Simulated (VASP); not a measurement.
**Si3C: single point with PBE**

The system is Si3C.

```
Si C
1.0
     2.90400    0.00000    0.00000
    -1.45200    2.51494    0.00000
     0.00000    0.00000    6.54895
Si C
3 1
Cartesian
  0.0000 1.6766 0.0000
  1.4520 0.8383 2.0538
  1.4520 0.8383 4.4952
  0.0000 1.6766 3.2745
```

```yaml
Program: VASP 6.6.1
Task: single point
Functional: PBE
Potentials_or_basis: VASP PAW PBE potentials, release 64 (Si, C)
Cutoff: 520 eV
k_mesh: 18 × 18 × 8
Occupations: gaussian, width 0.1 eV
Spin: no spin polarisation
```

- Pressure: 0.0 GPa
- Largest force: 0.012 eV/Å
- Band gap on the k mesh: zero (bands 8 and 9 overlap by 7.70 eV)

Forces in eV/Å, atoms in the order of the input:
```
Si   0.000  0.000  0.000
Si   0.000  0.000  0.012
Si   0.000  0.000 -0.012
C    0.000  0.000  0.000
```

Stress tensor (GPa, compression positive):
```
 0.09  0.00  0.00
 0.00  0.09  0.00
 0.00  0.00 -0.18
```

Levels at points of the mesh, in eV from the Fermi level:
```tsv
k point	band 4	band 5	band 6	band 7	band 8	band 9	band 10	band 11	band 12	band 13
(0.00, 0.00, 0.00)	-3.89	-2.08	-1.02	-1.02	4.78	6.04	6.04	7.01	7.01	7.28
(0.50, 0.00, 0.00)	-7.35	-6.16	-5.40	-3.30	-0.34	1.52	2.79	2.84	3.77	3.79
(0.00, 0.00, 0.50)	-8.19	-1.02	-1.02	2.23	4.45	5.14	6.02	6.02	6.46	6.46
(0.50, 0.00, 0.50)	-7.39	-4.41	-3.64	-3.28	-2.26	-1.47	1.98	2.33	4.02	6.22
```

It took 2.1 min on 1 thread of AMD EPYC 7R43 64-Core Processor (Zen 3), with other jobs on the host, peak memory 0.22 GiB.
